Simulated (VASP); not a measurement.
# Au (I4/mmm) in VASP: a series of runs

Au is run at these levels: PBEsol; tasks: single point.

Everything below comes from runs of VASP 6.6.1. Logs are shortened: lines on timing, memory, paths and dates and some standing lists are left out, and cuts for length are marked.

### Step 1. The cell of the first run

Symmetry: I4/mmm, No. 139, tetragonal system. Conventional cell: a = 3.226 Å, b = 3.226 Å, c = 3.307 Å, α = 90.00°, β = 90.00°, γ = 90.00°. Within 3.7 Å of Au (site symmetry 4/mmm) lie 14 Au at 2.82 to 3.31 Å.

### Step 2. Single point, PBEsol (uniaxial strain along c: +2.0 %)

File INCAR:

```
SYSTEM = Au
PREC = Accurate
ENCUT = 520
EDIFF = 1E-6
ISMEAR = 0
SIGMA = 0.1
LREAL = .False.
LASPH = .True.
NELM = 60
ALGO = Fast
ISIF = 2
LWAVE = .False.
LCHARG = .False.
GGA = PS
NBANDS = 18
```

File KPOINTS:

```
regular mesh
0
Gamma
  16 16 16
  0 0 0
```

File POSCAR:

```
Au
1.0
    3.2259360539      0.0000000000      0.0000000000
    0.0000000000      3.2259360539      0.0000000000
    0.0000000000      0.0000000000      3.3069897236
Au
2
Direct
    0.0000000000      0.0000000000      0.0000000000
    0.5000000000      0.5000000000      0.5000000000
```

Potentials or basis: VASP PAW PBE potentials, release 64 (Au).

Command:

```
cat potpaw_PBE.64/Au/POTCAR > POTCAR
mpirun -np 1 vasp_std > vasp.out
```

OUTCAR:

```text
SYSTEM = Au
   PREC = Accurate
   ENCUT = 520
   EDIFF = 1E-6
   ISMEAR = 0
   LREAL = .False.
   LASPH = .True.
   NELM = 60
   ISIF = 2
   GGA = PS

 ion  position               nearest neighbor table
   1  0.000  0.000  0.000-   2 2.82   2 2.82   2 2.82   2 2.82   2 2.82   2 2.82   2 2.82   2 2.82

   2  0.500  0.500  0.500-   1 2.82   1 2.82   1 2.82   1 2.82   1 2.82   1 2.82   1 2.82   1 2.82

  LATTYP: Found a simple tetragonal cell.
 ALAT       =     3.2259360539
 C/A-ratio  =     1.0251256281

  Lattice vectors:

 A1 = (   3.2259360539,   0.0000000000,   0.0000000000)
 A2 = (   0.0000000000,   3.2259360539,   0.0000000000)
 A3 = (   0.0000000000,   0.0000000000,   3.3069897236)

Analysis of symmetry for initial positions (statically):
=====================================================================
 Subroutine PRICEL returns following result:

  LATTYP: Found a body centered tetragonal cell.
 ALAT       =     3.2259360539
 C/A-ratio  =     1.0251256281

  Lattice vectors:

 A1 = (  -1.6129680269,  -1.6129680269,  -1.6534948618)
 A2 = (   1.6129680269,   1.6129680269,  -1.6534948618)
 A3 = (   1.6129680269,  -1.6129680269,   1.6534948618)

   2 primitive cells build up your supercell.

 Routine SETGRP: Setting up the symmetry group for a
 simple tetragonal supercell.

 Subroutine GETGRP returns: Found 16 space group operations
 (whereof 16 operations were pure point group operations)
 out of a pool of 16 trial point group operations.

The static configuration has the point symmetry D_4h.

Analysis of symmetry for dynamics (positions and initial velocities):
=====================================================================
 Subroutine PRICEL returns following result:

  LATTYP: Found a body centered tetragonal cell.
 ALAT       =     3.2259360539
 C/A-ratio  =     1.0251256281

  Lattice vectors:

 A1 = (  -1.6129680269,  -1.6129680269,  -1.6534948618)
 A2 = (   1.6129680269,   1.6129680269,  -1.6534948618)
 A3 = (   1.6129680269,  -1.6129680269,   1.6534948618)

   2 primitive cells build up your supercell.

 Routine SETGRP: Setting up the symmetry group for a
 simple tetragonal supercell.

 Subroutine GETGRP returns: Found 16 space group operations
 (whereof 16 operations were pure point group operations)
 out of a pool of 16 trial point group operations.

The dynamic configuration has the point symmetry D_4h.

 Subroutine INISYM returns: Found 16 space group operations
 (whereof 16 operations are pure point group operations),
 and found     2 'primitive' translations

----------------------------------------------------------------------------------------

                                     Primitive cell

  volume of cell :      17.2074

  direct lattice vectors                    reciprocal lattice vectors
    -1.612968027 -1.612968027 -1.653494862     0.000000000 -0.309987546 -0.302389812
     1.612968027  1.612968027 -1.653494862     0.309987546  0.000000000 -0.302389812
     1.612968027 -1.612968027  1.653494862     0.309987546 -0.309987546  0.000000000

  length of vectors
     2.817335083  2.817335083  2.817335083     0.433049508  0.433049508  0.438388591

  position of ions in fractional coordinates (direct lattice)
     0.000000000  0.000000000  0.000000000

  ion indices of the primitive-cell ions
   primitive index   ion index
                 1           1

----------------------------------------------------------------------------------------

 KPOINTS: regular mesh

Automatic generation of k-mesh.
 Grid dimensions read from file:
 generate k-points for:   16   16   16

 Generating k-lattice:

  Cartesian coordinates                     Fractional coordinates (reciprocal lattice)
     0.019374222  0.000000000  0.000000000     0.062500000  0.000000000  0.000000000
     0.000000000  0.019374222  0.000000000     0.000000000  0.062500000  0.000000000
     0.000000000  0.000000000  0.018899363     0.000000000  0.000000000  0.062500000

  Length of vectors
     0.019374222  0.019374222  0.018899363

  Shift w.r.t. Gamma in fractional coordinates (k-lattice)
     0.000000000  0.000000000  0.000000000

 Subroutine IBZKPT returns following result:
 ===========================================

 Found    405 irreducible k-points:

 Following reciprocal coordinates:
            Coordinates               Weight
  0.000000  0.000000  0.000000      1.000000
  0.062500  0.000000  0.000000      4.000000
  0.125000  0.000000  0.000000      4.000000
  0.187500  0.000000  0.000000      4.000000
  0.250000  0.000000  0.000000      4.000000
  0.312500  0.000000  0.000000      4.000000
[... 16 lines left out ...]
  0.437500  0.125000  0.000000      8.000000
  0.500000  0.125000  0.000000      4.000000
 [... further k-points ...]
   k-points           NKPTS =    405   k-points in BZ     NKDIM =    405   number of bands    NBANDS=     18
   number of dos      NEDOS =    301   number of ions     NIONS =      2
   total plane-waves  NPLWV =  16128
   dimension x,y,z NGX =    24 NGY =   24 NGZ =   28
   dimension x,y,z NGXF=    48 NGYF=   48 NGZF=   56
   ions per type =               2
   NGX,Y,Z   is equivalent  to a cutoff of  12.37, 12.37, 14.08 a.u.
   NGXF,Y,Z  is equivalent  to a cutoff of  24.74, 24.74, 28.15 a.u.
 SYSTEM =  Au
   PREC   = accura    normal or accurate (medium, high low for compatibility)
   ISTART =      0    job   : 0-new  1-cont  2-samecut
   ICHARG =      2    charge: 1-file 2-atom 10-const
   ISPIN  =      1    spin polarized calculation?
   LNONCOLLINEAR =      F non collinear calculations
   LSORBIT =      F    spin-orbit coupling
   LASPH  =      T    aspherical Exc in radial PAW
   ENCUT  =  520.0 eV  38.22 Ry    6.18 a.u.   6.00  6.00  6.15*2*pi/ulx,y,z
   NELM   =     60;   NELMIN=  2; NELMDL= -5     # of ELM steps
   EDIFF  = 0.1E-05   stopping-criterion for ELM
   LREAL  =      F    real-space projection
   EDIFFG = 0.1E-04   stopping-criterion for IOM
   NSW    =      0    number of steps for IOM
   IBRION =     -1    ionic relax: 0-MD 1-quasi-New 2-CG
   NFREE  =      0    steps in history (QN), initial steepest desc. (CG)
   ISIF   =      2    stress and relaxation
   ISYM   =      2    0-nonsym 1-usesym 2-fastsym
   POTIM  = 0.5000    time-step for ionic-motion
   TEBEG  =    0.0;   TEEND  =   0.0 temperature during run
   PSTRESS=    0.0 pullay stress
   NELECT =      22.0000    total number of electrons
   NUPDOWN=      -1.0000    fix difference up-down
   EMIN   =  10.00;   EMAX   =-10.00  energy-range for DOS
   EFERMI =   0.00;   METHOD = LEGACY
   ISMEAR =     0;   SIGMA  =   0.10  broadening in eV -4-tet -1-fermi 0-gaus
   EFERMI_NEDOS =   21; number of points for ismear=-14 and -15
   IALGO  =     68    algorithm
   IMIX   =      4    mixing-type and parameters
     AMIX     =   0.40;   BMIX     =  1.00
     AMIX_MAG =   1.60;   BMIX_MAG =  1.00
  volume/ion in A,a.u.               =      17.21       116.12
  Fermi-wavevector in a.u.,A,eV,Ry     =   1.410266  2.665016 27.059938  1.988849
  Thomas-Fermi vector in A             =   2.532237
   LORBIT       =      0    0 simple, 1 ext, 2 COOP (PROOUT), +10 PAW based schemes
   GGA     = PS    functional components
   LHFCALC =     F    Hartree Fock is set to
   AEXX    =    0.0000 exact exchange contribution
   IVDW    =     0    specifies the selected vdW correction
   LEPSILON=     F    determine dielectric tensor
   LRPA    =     F    only Hartree local field effects (RPA)
 non-spin polarized calculation
 RMM-DIIS sequential band-by-band and
 Gauss-broadening in eV      SIGMA  =   0.10
  energy-cutoff  :      520.00
  volume of cell :       34.41
 maximum number of plane-waves:       948
 NGX is ok and might be reduce to    24
   NGX = 11   NGY = 11   NGZ = 13

 number of electron      22.0000002 magnetization

 Free energy of the ion-electron system (eV)
  ---------------------------------------------------
  ext. energy  EPLUGINS =         0.00000000
  ---------------------------------------------------
  free energy    TOTEN  =        -7.80516854 eV

  energy without entropy =       -7.80311929  energy(sigma->0) =       -7.80414392

 E-fermi :   9.0758     XC(G=0): -12.8293

 val. band max:        9.0754699475   @ k =   0.4375   0.0000   0.3125
 cond. band min:       9.0951531335   @ k =   0.3750   0.1250   0.0000
 fundamental gap:      0.0196831860
 Fermi energy:         9.0758321876

 k-point     1 :       0.0000    0.0000    0.0000
  band No.  band energies     occupation
      1      -0.6896      2.00000
      2       2.3659      2.00000
      3       2.3798      2.00000
      4       4.2646      2.00000
      5       4.2646      2.00000
      6       4.4238      2.00000
[... 10 lines left out ...]
     17      25.2972      0.00000
     18      25.3354      0.00000

 k-point     2 :       0.0625    0.0000    0.0000
  band No.  band energies     occupation
      1      -0.6164      2.00000
      2       2.3998      2.00000
      3       2.4224      2.00000
      4       4.2656      2.00000
      5       4.2904      2.00000
      6       4.4242      2.00000
[... 10 lines left out ...]
     17      25.4277      0.00000
     18      25.6872      0.00000

 k-point     3 :       0.1250    0.0000    0.0000
  band No.  band energies     occupation
      1      -0.3992      2.00000
      2       2.4950      2.00000
      3       2.5501      2.00000
      4       4.2708      2.00000
      5       4.3672      2.00000
      6       4.4277      2.00000
[... 10 lines left out ...]
     17      25.4936      0.00000
     18      25.6935      0.00000

 k-point     4 :       0.1875    0.0000    0.0000
  band No.  band energies     occupation
      1      -0.0451      2.00000
      2       2.6495      2.00000
      3       2.7438      2.00000
      4       4.2864      2.00000
      5       4.4404      2.00000
      6       4.4931      2.00000
[... 375 lines left out ...]
      4       4.0461      2.00000
      5       4.4491      2.00000
      6       4.8721      2.00000
[... 10 lines left out ...]
     17      23.8126      0.00000
     18      25.1713      0.00000

 k-point    23 :       0.4375    0.1250    0.0000
  band No.  band energies     occupation
      1       2.3109      2.00000
      2       3.0827      2.00000
      3       3.8506      2.00000
      4       4.1623      2.00000
      5       4.3403      2.00000
      6       4.5754      2.00000
[... 10 lines left out ...]
     17      23.3670      0.00000
     18      23.8850      0.00000

 k-point    24 :       0.5000    0.1250    0.0000
  band No.  band energies     occupation
      1       2.7714      2.00000
      2       2.7714      2.00000
      3       4.1181      2.00000
      4       4.1181      2.00000
      5       4.3382      2.00000
      6       4.3382      2.00000
[... 10 lines left out ...]
     17      22.9478      0.00000
     18      22.9478      0.00000

 [... further k-points ...]

------------------------ aborting loop because EDIFF is reached ----------------------------------------

  FORCE on cell =-STRESS in cart. coord.  units (eV):
  Direction    XX          YY          ZZ          XY          YZ          ZX
  --------------------------------------------------------------------------------------
  -------------------------------------------------------------------------------------
  Total       -0.3530506     -0.3530506     -0.3417188      0.0000000      0.0000000      0.0000000
  in kB      -16.4362673    -16.4362673    -15.9087161      0.0000000      0.0000000      0.0000000
  external PRESSURE =     -16.2604169 kB  Pullay stress =       0.0000000 kB

 VOLUME and BASIS-vectors are now :
 -----------------------------------------------------------------------------
  energy-cutoff  :      520.00
  volume of cell :       34.41
      direct lattice vectors                 reciprocal lattice vectors
     3.225936054  0.000000000  0.000000000     0.309987546  0.000000000  0.000000000
     0.000000000  3.225936054  0.000000000     0.000000000  0.309987546  0.000000000
     0.000000000  0.000000000  3.306989724     0.000000000  0.000000000  0.302389812

 POSITION                                       TOTAL-FORCE (eV/Angst)
 -----------------------------------------------------------------------------------
      0.00000      0.00000      0.00000        -0.000000      0.000000      0.000000
      1.61297      1.61297      1.65349         0.000000     -0.000000     -0.000000
 -----------------------------------------------------------------------------------
    total drift:                                0.000000      0.000000     -0.000000

  FREE ENERGIE OF THE ION-ELECTRON SYSTEM (eV)
  ---------------------------------------------------
  free  energy   TOTEN  =        -7.8051685421 eV

  energy  without entropy=       -7.8031192895  energy(sigma->0) =       -7.80414392
```

Run time: 3.2 min. Hardware: 1 thread of Intel Xeon 8259CL, shared host; peak memory 0.31 GiB.

Results:

```yaml
Free_energy: -7.8052 eV
Pressure: -1.6 GPa
Band_gap_on_the_k_mesh: zero (bands 11 and 12 overlap by 5.22 eV)
```

Caveat: the cell differs from its parent crystal (uniaxial strain along c: +2.0 %); the PAW data sets were made with another functional, which shifts forces and pressure a little; spin-orbit coupling is left out, which moves the levels of the heavy elements.

### Step 3. Single point, PBEsol (uniaxial strain along c: +4.0 %)

INCAR, as its differences from that of step 2:

```diff
@@ -3,3 +3,3 @@
 ENCUT = 520
-EDIFF = 1E-6
+EDIFF = 1E-7
 ISMEAR = 0
```

KPOINTS is that of step 2.

File POSCAR:

```
Au
1.0
    3.2097253200      0.0000000000      0.0000000000
    0.0000000000      3.2097253200      0.0000000000
    0.0000000000      0.0000000000      3.3718326594
Au
2
Direct
    0.0000000000      0.0000000000      0.0000000000
    0.5000000000      0.5000000000      0.5000000000
```

Potentials or basis: VASP PAW PBE potentials, release 64 (Au).

Command:

```
cat potpaw_PBE.64/Au/POTCAR > POTCAR
mpirun -np 1 vasp_std > vasp.out
```

It took 3.8 min on 1 thread of Intel Xeon 8259CL, shared host; peak memory 0.31 GiB.

The run converged. Its results:

| Item | Value |
| --- | --- |
| Free energy | -7.8006 eV |
| Pressure | -3.2 GPa |
| Band gap on the k mesh | zero (bands 11 and 12 overlap by 5.44 eV) |

Stress tensor (GPa, compression positive):
```
-3.25  0.00  0.00
 0.00 -3.25  0.00
 0.00  0.00 -3.06
```

Levels at points of the mesh, in eV from the Fermi level:
```tsv
k point	band 8	band 9	band 10	band 11	band 12	band 13	band 14	band 15
(0.00, 0.00, 0.00)	-2.68	-1.78	-1.67	-1.67	5.35	6.74	6.74	9.39
(0.50, 0.00, 0.00)	-4.04	-3.37	-3.37	-1.69	-1.69	12.23	12.23	13.04
(0.50, 0.50, 0.00)	-2.51	-1.29	-1.29	-0.39	-0.39	3.75	3.75	11.92
(0.00, 0.00, 0.50)	-3.99	-3.25	-3.25	-2.27	-2.27	13.03	13.03	13.75
(0.50, 0.00, 0.50)	-2.61	-1.37	-1.37	-0.67	-0.67	3.35	3.35	12.61
(0.50, 0.50, 0.50)	-2.70	-2.48	-2.48	2.86	2.86	6.99	6.99	6.99
```

Caveat: the cell differs from its parent crystal (uniaxial strain along c: +4.0 %); the cell stands under tension; the PAW data sets were made with another functional, which shifts forces and pressure a little; spin-orbit coupling is left out, which moves the levels of the heavy elements.

### Step 4. Single point, PBEsol (strained)

File INCAR:

```
SYSTEM = Au
ALGO = Normal
EDIFF = 1E-6
ENCUT = 520
GGA = PS
ISIF = 2
ISMEAR = 0
LASPH = .TRUE.
LCHARG = .FALSE.
LREAL = .FALSE.
LWAVE = .FALSE.
NBANDS = 12
NELM = 100
PREC = Accurate
SIGMA = 0.1
```

File KPOINTS:

```
k-points
0
G
  16 16 16
  0 0 0
```

File POSCAR:

```
Au
1.0
   -1.7141464721      1.7638645421      1.7141464721
    1.7141464721     -1.7638645421      1.7141464721
    1.7141464721      1.7638645421     -1.7141464721
Au
1
Direct
    0.0000000000      0.0000000000      0.0000000000
```

Command:

```
cat potpaw_PBE.64/Au/POTCAR > POTCAR
mpirun -np 1 vasp_std > vasp.out
```

Wall time 1.9 min (1 thread of AMD EPYC 7R43 (Zen 3), shared host); peak memory 0.17 GiB.

It converged, with:

```
Free energy            : -3.6262 eV
Pressure               : -18.8 GPa
Band gap on the k mesh : zero (an odd number of electrons rules out a gap without spin polarisation)
```

Stress tensor (GPa, compression positive):
```
-18.78   0.00   0.00
  0.00 -18.95   0.00
  0.00   0.00 -18.78
```

Levels at points of the mesh, in eV from the Fermi level:
| k point | band 4 | band 5 | band 6 | band 7 | band 8 | band 9 |
| --- | --- | --- | --- | --- | --- | --- |
| (0.00, 0.00, 0.00) | -3.87 | -2.63 | -2.48 | 15.96 | 16.38 | 16.38 |
| (0.50, 0.00, 0.00) | -2.43 | -1.49 | -0.01 | 2.41 | 12.17 | 12.65 |
| (0.00, 0.50, 0.00) | -2.37 | -1.46 | 0.13 | 2.60 | 11.74 | 12.09 |
| (0.50, 0.50, 0.50) | -1.73 | -1.73 | 5.50 | 6.23 | 6.23 | 7.43 |

Caveat: the cell differs from its parent crystal (strained); the cell stands under tension; the PAW data sets were made with another functional, which shifts forces and pressure a little; spin-orbit coupling is left out, which moves the levels of the heavy elements.

### Step 5. The runs side by side

```tsv
cell	gap on the mesh (eV)	pressure (GPa)
a = 3.226, b = 3.226, c = 3.307 Å, 2 atoms, atomic positions A	none	-1.6
a = 3.210, b = 3.210, c = 3.372 Å, 2 atoms, atomic positions A	none	-3.2
a = 2.998 Å, angles 110.3, 107.9, 110.3°, 1 atom, atomic positions B	none	-18.8
```

Alike in all rows: task single point; level PBEsol; potentials or basis VASP PAW PBE potentials, release 64 (Au); no spin polarisation; k mesh 16 × 16 × 16; cutoff (eV) 520; smearing gaussian 0.1 eV.

Caveats: the PAW data sets were made with another functional, which shifts forces and pressure a little; spin-orbit coupling is left out, which moves the levels of the heavy elements; the cell stands under tension (at least some runs).

Absolute energies hang on the potentials; compare differences alone.
